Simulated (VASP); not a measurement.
A run of VASP 6.6.1 is set up as follows.

INCAR

```
SYSTEM = Au
PREC = Accurate
ENCUT = 520
EDIFF = 1E-6
ISMEAR = 0
SIGMA = 0.15
LREAL = .False.
LASPH = .True.
NELM = 60
ALGO = Normal
ISIF = 2
LWAVE = .False.
LCHARG = .False.
GGA = PS
NBANDS = 12
```

File KPOINTS:

```
regular mesh
0
Gamma
  20 20 20
  0 0 0
```

POSCAR

```
Au
1.0
   -1.7069870700      1.7069870700      1.6075509300
    1.7069870700     -1.7069870700      1.6075509300
    1.7069870700      1.7069870700     -1.6075509300
Au
1
Direct
    0.0000000000      0.0000000000      0.0000000000
```

Potentials or basis: VASP PAW PBE potentials, release 64 (Au).

Command:

```sh
$ cat potpaw_PBE.64/Au/POTCAR > POTCAR
$ mpirun -np 1 vasp_std > vasp.out
```

Q: Estimate the pressure.

A: -12.5 GPa.

Stress tensor (GPa, compression positive):
```
-12.27   0.00   0.00
  0.00 -12.27   0.00
  0.00   0.00 -13.06
```

Caveat: the cell differs from its parent crystal (strain +0.030 along x and y, -0.030 along z); the PAW data sets were made with another functional, which shifts forces and pressure a little.
